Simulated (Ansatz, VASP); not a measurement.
# BN: VASP beside Ansatz

INCAR

```
SYSTEM = BN
PREC = Accurate ; ENCUT = 520
EDIFF = 1E-6 ; ISMEAR = -1
SIGMA = 0.03 ; LREAL = .FALSE.
LASPH = .TRUE. ; NELM = 80
ALGO = Normal ; ISIF = 2
LWAVE = .FALSE. ; LCHARG = .FALSE.
GGA = PS ; NBANDS = 11
```

File KPOINTS:

```
Automatic mesh
0
G
  16 16 16
  0 0 0
```

Contents of POSCAR:

```
BN
1.0
    0.0000000000      1.8123531715      1.8123531715
    1.8123531715      0.0000000000      1.8123531715
    1.8123531715      1.8123531715      0.0000000000
B N
1 1
Direct
    0.0000000000      0.0000000000      0.0000000000
    0.2500000000      0.2500000000      0.2500000000
```

Input for Ansatz:

```yaml
crystal:
  lattice:
    - [0.0, 1.8123531715, 1.8123531715]
    - [1.8123531715, 0.0, 1.8123531715]
    - [1.8123531715, 1.8123531715, 0.0]
  atoms:
    - { symbol: B, position: [0.0, 0.0, 0.0] }
    - { symbol: "N", position: [0.25, 0.25, 0.25] }
kpoints:
  mp_grid: { grid: [16, 16, 16] }
  band_path:
    path:
      - [0.0, 0.0, 0.0]
      - [-0.5, -0.5, 0.0]
      - [-0.375, -0.375, 0.25]
      - [-0.375, 0.0, 0.375]
      - [0.0, 0.0, 0.0]
      - [0.0, 0.0, 0.5]
      - [-0.5, -0.25, 0.25]
      - [-0.5, -0.5, 0.0]
    npoints: 5
scf:
  occupations: { method: fermi_dirac, width: 0.03 }
hamiltonian:
  xc: pbesol
  pseudopotentials: { kind: all_electron, lapw: { basis_error: 0.00025 } }
output:
  forces: true
  stress: true
  eigenvalues: true
```

Alike in both runs: task single point; functional PBEsol; k mesh 16 × 16 × 16; occupations fermi-dirac, width 0.03 eV; no spin polarisation.

```csv
,VASP,Ansatz
version,VASP 6.6.1,Ansatz 0.2.0
potentials or method,"VASP PAW PBE potentials, release 64 (B, N), cutoff 520 eV","all-electron LAPW, scalar-relativistic"
```

```csv
,VASP,Ansatz,Ansatz less VASP
gap on the k mesh at the Fermi level (eV),4.27,4.28,+0.008
pressure (GPa),-5.3,-5.9,-0.55
```

VASP's potentials were made for PBE, not for PBEsol. Ansatz ran all-electron here, and VASP with PAW potentials.
